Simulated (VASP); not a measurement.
# Ge (Fd-3m) in VASP: a series of runs

Ge is run at these levels: PBEsol; tasks: relaxation of cell and atoms, single point.

Program: VASP 6.6.1. These are calculated values, not measurements. Logs are shortened: lines on timing, memory, paths and dates and some standing lists are left out, and cuts for length are marked.

## 1. The cell of the first run

Symmetry: Fd-3m, No. 227, cubic system. Conventional cell: a = 5.658 Å, b = 5.658 Å, c = 5.658 Å, α = 90.00°, β = 90.00°, γ = 90.00°. Ge (site symmetry -43m) has 4 Ge at 2.45 Å within 3.2 Å.

## 2. Relaxation of cell and atoms, PBEsol

Contents of INCAR:

```
ALGO = Normal
EDIFF = 1E-6
EDIFFG = -0.005
ENCUT = 600
GGA = PS
IBRION = 2
ISIF = 3
ISMEAR = 0
LASPH = T
LCHARG = F
LREAL = F
LWAVE = F
NELM = 80
NSW = 70
PREC = Accurate
SIGMA = 0.1
```

Contents of KPOINTS:

```
k-points
0
Gamma
  10 10 10
```

Contents of POSCAR:

```
Ge
1.0
    0.0000000000      2.8289100000      2.8289100000
    2.8289100000      0.0000000000      2.8289100000
    2.8289100000      2.8289100000      0.0000000000
Ge
2
Direct
    0.0000000000      0.0000000000      0.0000000000
    0.2500000000      0.2500000000      0.2500000000
```

Potentials or basis: VASP PAW PBE potentials, release 64 (Ge_d).

Launch:

```console
cat potpaw_PBE.64/Ge_d/POTCAR > POTCAR
mpirun -np 1 vasp_std > vasp.out
```

OUTCAR:

```text
EDIFF = 1E-6
   EDIFFG = -0.005
   ENCUT = 600
   GGA = PS
   IBRION = 2
   ISIF = 3
   ISMEAR = 0
   LASPH = T
   LREAL = F
   NELM = 80
   NSW = 70
   PREC = Accurate

 ion  position               nearest neighbor table
   1  0.000  0.000  0.000-   2 2.45   2 2.45   2 2.45   2 2.45
   2  0.250  0.250  0.250-   1 2.45   1 2.45   1 2.45   1 2.45

  LATTYP: Found a face centered cubic cell.
 ALAT       =     5.6578200000

  Lattice vectors:

 A1 = (   0.0000000000,   2.8289100000,   2.8289100000)
 A2 = (   2.8289100000,   0.0000000000,   2.8289100000)
 A3 = (   2.8289100000,   2.8289100000,   0.0000000000)

Analysis of symmetry for initial positions (statically):
=====================================================================
 Subroutine PRICEL returns:
 Original cell was already a primitive cell.

 Routine SETGRP: Setting up the symmetry group for a
 face centered cubic supercell.

 Subroutine GETGRP returns: Found 48 space group operations
 (whereof 24 operations were pure point group operations)
 out of a pool of 48 trial point group operations.

The static configuration has the point symmetry T_d .
 The point group associated with its full space group is O_h .

Analysis of symmetry for dynamics (positions and initial velocities):
=====================================================================
 Subroutine PRICEL returns:
 Original cell was already a primitive cell.

 Routine SETGRP: Setting up the symmetry group for a
 face centered cubic supercell.

 Subroutine GETGRP returns: Found 48 space group operations
 (whereof 24 operations were pure point group operations)
 out of a pool of 48 trial point group operations.

The dynamic configuration has the point symmetry T_d .
 The point group associated with its full space group is O_h .

 Subroutine INISYM returns: Found 48 space group operations
 (whereof 24 operations are pure point group operations),
 and found     1 'primitive' translations

----------------------------------------------------------------------------------------

                                     Primitive cell

  volume of cell :      45.2780

  direct lattice vectors                    reciprocal lattice vectors
     0.000000000  2.828910000  2.828910000    -0.176746521  0.176746521  0.176746521
     2.828910000  0.000000000  2.828910000     0.176746521 -0.176746521  0.176746521
     2.828910000  2.828910000  0.000000000     0.176746521  0.176746521 -0.176746521
[... 88 lines left out ...]
   IBRION =      2    ionic relax: 0-MD 1-quasi-New 2-CG
   NFREE  =      1    steps in history (QN), initial steepest desc. (CG)
   ISIF   =      3    stress and relaxation
   ISYM   =      2    0-nonsym 1-usesym 2-fastsym
   POTIM  = 0.5000    time-step for ionic-motion
   TEBEG  =    0.0;   TEEND  =   0.0 temperature during run
   PSTRESS=    0.0 pullay stress
   NELECT =      28.0000    total number of electrons
   NUPDOWN=      -1.0000    fix difference up-down
   EMIN   =  10.00;   EMAX   =-10.00  energy-range for DOS
   EFERMI =   0.00;   METHOD = LEGACY
   ISMEAR =     0;   SIGMA  =   0.10  broadening in eV -4-tet -1-fermi 0-gaus
   EFERMI_NEDOS =   21; number of points for ismear=-14 and -15
   IALGO  =     38    algorithm
   IMIX   =      4    mixing-type and parameters
     AMIX     =   0.40;   BMIX     =  1.00
     AMIX_MAG =   1.60;   BMIX_MAG =  1.00
  volume/ion in A,a.u.               =      22.64       152.78
  Fermi-wavevector in a.u.,A,eV,Ry     =   1.394756  2.635708 26.468033  1.945346
  Thomas-Fermi vector in A             =   2.518275
   LORBIT       =      0    0 simple, 1 ext, 2 COOP (PROOUT), +10 PAW based schemes
   GGA     = PS    functional components
   LHFCALC =     F    Hartree Fock is set to
   AEXX    =    0.0000 exact exchange contribution
   IVDW    =     0    specifies the selected vdW correction
   LEPSILON=     F    determine dielectric tensor
   LRPA    =     F    only Hartree local field effects (RPA)
 conjugate gradient relaxation of ions
 non-spin polarized calculation
 Gauss-broadening in eV      SIGMA  =   0.10
  energy-cutoff  :      600.00
  volume of cell :       45.28
 maximum number of plane-waves:      1524
   NGX = 15   NGY = 15   NGZ = 15

--------------------------------------- Ionic step        1  -------------------------------------------

 number of electron      28.0000013 magnetization

 Free energy of the ion-electron system (eV)
  ---------------------------------------------------
  ext. energy  EPLUGINS =         0.00000000
  ---------------------------------------------------
  free energy    TOTEN  =        -9.87082723 eV

  energy without entropy =       -9.87050990  energy(sigma->0) =       -9.87066856

------------------------ aborting loop because EDIFF is reached ----------------------------------------

  FORCE on cell =-STRESS in cart. coord.  units (eV):
  Direction    XX          YY          ZZ          XY          YZ          ZX
  --------------------------------------------------------------------------------------
  -------------------------------------------------------------------------------------
  Total        0.1654998      0.1654998      0.1654998      0.0000000      0.0000000      0.0000000
  in kB        5.8562636      5.8562636      5.8562636      0.0000000      0.0000000      0.0000000
  external PRESSURE =       5.8562636 kB  Pullay stress =       0.0000000 kB
[... 59 lines left out ...]
--------------------------------------- Ionic step        3  -------------------------------------------

 number of electron      28.0000020 magnetization

 Free energy of the ion-electron system (eV)
  ---------------------------------------------------
  ext. energy  EPLUGINS =         0.00000000
  ---------------------------------------------------
  free energy    TOTEN  =        -9.87156508 eV

  energy without entropy =       -9.87124127  energy(sigma->0) =       -9.87140318

 E-fermi :   4.7777     XC(G=0): -10.0841

 val. band max:        4.7714355159   @ k =   0.0000   0.0000   0.0000
 cond. band min:       4.8657069240   @ k =   0.5000   0.0000   0.0000
 fundamental gap:      0.0942714082
 Fermi energy:         4.7777223478

 k-point     1 :       0.0000    0.0000    0.0000
  band No.  band energies     occupation
      1     -19.9784      2.00000
      2     -19.9784      2.00000
      3     -19.9784      2.00000
      4     -19.9426      2.00000
      5     -19.9426      2.00000
      6     -19.7355      2.00000
[... 481 lines left out ...]
      5     -19.8607      2.00000
      6     -19.8377      2.00000
[... 10 lines left out ...]
     17      11.3724      0.00000
     18      11.9354      0.00000

 [... further k-points ...]
[... 5 lines left out ...]
  --------------------------------------------------------------------------------------
  -------------------------------------------------------------------------------------
  Total       -0.0083812     -0.0083812     -0.0083812      0.0000000      0.0000000     -0.0000000
  in kB       -0.2938140     -0.2938140     -0.2938140      0.0000000      0.0000000     -0.0000000
  external PRESSURE =      -0.2938140 kB  Pullay stress =       0.0000000 kB
[... 17 lines left out ...]
  FREE ENERGIE OF THE ION-ELECTRON SYSTEM (eV)
  ---------------------------------------------------
  free  energy   TOTEN  =        -9.8715650773 eV

  energy  without entropy=       -9.8712412747  energy(sigma->0) =       -9.87140318

 reached required accuracy - stopping structural energy minimisation
```

OSZICAR:

```text
N       E                     dE             d eps       ncg     rms          rms(c)
DAV:   1     0.167651641745E+03    0.16765E+03   -0.16483E+04  1732   0.456E+03
DAV:   2     0.120136914632E+02   -0.15564E+03   -0.15291E+03  1708   0.565E+02
DAV:   3    -0.932188187280E+01   -0.21336E+02   -0.21101E+02  1826   0.153E+02
DAV:   4    -0.100117689572E+02   -0.68989E+00   -0.68772E+00  1954   0.317E+01
[... 20 lines left out ...]
DAV:   2    -0.987209322824E+01    0.15815E-02   -0.22482E-03  2202   0.102E+00    0.134E-01
DAV:   3    -0.987159786047E+01    0.49537E-03   -0.83843E-04  2226   0.545E-01    0.320E-02
DAV:   4    -0.987156587982E+01    0.31981E-04   -0.98584E-05  2166   0.213E-01    0.669E-03
DAV:   5    -0.987156483194E+01    0.10479E-05   -0.73086E-06  1724   0.547E-02    0.472E-03
DAV:   6    -0.987156507733E+01   -0.24539E-06   -0.46358E-07   864   0.150E-02
   3 F= -.98715651E+01 E0= -.98714032E+01  d E =-.737849E-03
```

CONTCAR:

```text
Ge
   1.00000000000000
     0.0000000000000000    2.8377275268847546    2.8377275268847546
     2.8377275268847546   -0.0000000000000000    2.8377275268847546
     2.8377275268847546    2.8377275268847546    0.0000000000000000
  Ge
     2
Direct
     0.0000000000000000    0.0000000000000000    0.0000000000000000
     0.2500000000000000    0.2500000000000000    0.2500000000000000

  0.00000000E+00  0.00000000E+00  0.00000000E+00
  0.00000000E+00  0.00000000E+00  0.00000000E+00
```

Run time: 2.1 min. Hardware: 1 thread of Intel Xeon 8259CL, shared host; peak memory 0.19 GiB.

What came out:

| Item | Value |
| --- | --- |
| Free energy | -9.8716 eV |
| Relaxed volume | 22.85 Å³/atom |
| Relaxed cell | a = 4.013 Å, b = 4.013 Å, c = 4.013 Å, α = 60.00°, β = 60.00°, γ = 60.00° |
| Space group after relaxing (to 0.1 Å) | Fd-3m (No. 227) |
| Energy gained by relaxing | 0.4 meV/atom |
| Ionic steps | 3 |
| Pressure after relaxing | 0.0 GPa |
| Band gap on the k mesh | zero (filled and empty bands touch) |

The path:
```csv
step,energy change (eV),largest force (eV/Å),pressure (GPa),volume (Å³)
1,0.0000,0.0000,0.59,45.28
2,-0.0006,0.0000,-0.09,45.82
3,-0.0007,0.0000,-0.03,45.70
```

Final structure:
```
Ge
1.0
     0.00000    2.83773    2.83773
     2.83773    0.00000    2.83773
     2.83773    2.83773    0.00000
Ge
2
Direct
  0.00000 0.00000 0.00000
  0.25000 0.25000 0.25000
```

Caveat: semilocal functionals underestimate gaps, and a narrow one can read as zero; the PAW data sets were made with another functional, which shifts forces and pressure a little. Zero-point motion and thermal expansion aren't in these numbers.

## 3. Single point, PBEsol, non-collinear spin, zero start, spin-orbit coupling

This run uses another cell than the first one, of 22.85 Å³/atom.

Contents of INCAR:

```
SYSTEM = Ge
ALGO = Normal
EDIFF = 1E-6
ENCUT = 520
GGA = PS
GGA_COMPAT = .FALSE.
ISIF = 2
ISMEAR = 0
LASPH = .TRUE.
LCHARG = .FALSE.
LORBIT = 11
LORBMOM = .TRUE.
LREAL = .FALSE.
LSORBIT = .TRUE.
LWAVE = .FALSE.
MAGMOM = 0 0 0 0 0 0
NBANDS = 40
NELM = 150
PREC = Accurate
SIGMA = 0.1
```

Contents of KPOINTS:

```
k-points
0
G
  10 10 10
  0 0 0
```

Contents of POSCAR:

```
Ge
1.0
    0.0000000000      2.8378497150      2.8378497150
    2.8378497150      0.0000000000      2.8378497150
    2.8378497150      2.8378497150      0.0000000000
Ge
2
Direct
    1.0000000000      1.0000000000      0.0000000000
    0.2500000000      0.2500000000      0.2500000000
```

Potentials or basis: VASP PAW PBE potentials, release 64 (Ge_d).

Launch:

```console
cat potpaw_PBE.64/Ge_d/POTCAR > POTCAR
mpirun -np 1 vasp_ncl > vasp.out
```

Run time: 6.4 min. Hardware: 1 thread of Intel Xeon 8259CL, shared host; peak memory 0.34 GiB.

The run converged. Its results:

* Free energy: -9.8898 eV
* Pressure: -0.1 GPa
* Net moment: 0.00 μB per cell
* Valence electrons inside the program's atomic spheres: Ge 12.40

Moments on the atoms (μB; x, y, z):
```
Ge  0.00 0.00 0.00
Ge  0.00 0.00 0.00
```

Caveat: the PAW data sets were made with another functional, which shifts forces and pressure a little.

The gap in the log of VASP goes by the Fermi energy; the results here count the filled bands.